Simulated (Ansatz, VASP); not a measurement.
One calculation of HfN, two programs

```xyz
2
Lattice="0.0000 2.2740 2.2740 2.2740 0.0000 2.2740 2.2740 2.2740 0.0000" Properties=species:S:1:pos:R:3 pbc="T T T"
Hf    0.0000    0.0000    0.0000
N     2.2740    2.2740    2.2740
```

Change from the starting cell: volume scaled by 1.02.

Alike in both runs: task single point; functional PBE; k mesh 10 × 10 × 10; occupations fermi-dirac, width 0.03 eV; no spin polarisation.

|  | VASP | Ansatz |
| --- | --- | --- |
| version | VASP 6.6.1 | Ansatz 0.2.0 |
| potentials or method | VASP PAW PBE potentials, release 64 (Hf_pv, N), cutoff 600 eV | all-electron LAPW, scalar-relativistic |

VASP gave:

| Item | Value |
| --- | --- |
| pressure (GPa) | -2.4 |

Question: Estimate Ansatz's values.

Answer: Pressure (GPa): 0.1.

Ansatz ran all-electron here, and VASP with PAW potentials.

Spin-orbit coupling is off throughout.
